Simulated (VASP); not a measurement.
Input of a VASP 6.6.1 run:

File INCAR:

```
ALGO = Normal
EDIFF = 1E-6
ENCUT = 520
GGA = PE
ISIF = 2
ISMEAR = 0
LASPH = True
LCHARG = False
LREAL = False
LWAVE = False
NBANDS = 18
NELM = 60
PREC = Accurate
SIGMA = 0.01
```

KPOINTS

```
k-points
0
Gamma
  6 6 2
```

POSCAR

```
LiCl
1.0
    4.0194307816      0.0000000000      0.0000000000
   -2.0097153908      3.4809291656      0.0000000000
    0.0000000000      0.0000000000      6.4268494458
Li Cl
2 2
Direct
    0.6666666667      0.3333333333      0.8780761540
    0.3333333333      0.6666666667      0.3780761540
    0.6666666667      0.3333333333      0.4969248460
    0.3333333333      0.6666666667      0.9969248460
```

Potentials or basis: VASP PAW PBE potentials, release 64 (Li_sv, Cl).

The run is started by

```bash
$ cat potpaw_PBE.64/Li_sv/POTCAR potpaw_PBE.64/Cl/POTCAR > POTCAR
$ mpirun -np 1 vasp_std > vasp.out
```

Q: Predict the largest force.

A: 0.003 eV/Å.

Q: Estimate the band gap on the k mesh.

A: 5.71 eV.

Forces in eV/Å, atoms in the order of the input:
```
Li   0.000  0.000 -0.003
Li   0.000  0.000 -0.003
Cl   0.000  0.000  0.003
Cl   0.000  0.000  0.003
```

Caveat: the k points lie up to 0.49 Å⁻¹ apart.
